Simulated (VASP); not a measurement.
Si, 1 atom in the cell. Symmetry: P6/mmm, No. 191, hexagonal system. Conventional cell: a = 2.686 Å, b = 2.686 Å, c = 2.405 Å, α = 90.00°, β = 90.00°, γ = 120.00°. Si (site symmetry 6/mmm) has 8 Si at 2.40 to 2.69 Å within 3.2 Å. This isn't the form of Si at room conditions, which is diamond. This cell differs from its parent crystal: strain +0.025 along x and y, -0.025 along z.

```yaml
Program: VASP 6.6.1
Task: single point
Functional: PBE
Potentials_or_basis: VASP PAW PBE potentials, release 64 (Si)
Cutoff: 520 eV
k_mesh: 24 × 24 × 20
Occupations: gaussian, width 0.15 eV
Spin: no spin polarisation
Dipole_correction: no
Further_INCAR_settings: ALGO = Normal; EDIFF = 1e-06; NBANDS = 8
```

Potentials or basis: VASP PAW PBE potentials, release 64 (Si).

The run is started by

```bash
$ cat potpaw_PBE.64/Si/POTCAR > POTCAR
$ mpirun -np 1 vasp_std > vasp.out
```

Hardware: 1 thread of Intel Xeon 8259CL, on a shared host.

Task: Estimate the wall time of this run.

Result: Wall time 68 s on 1 thread of Intel Xeon 8259CL, on a shared host, peak memory 0.18 GiB. Counts: scf iterations 10, k points 671.
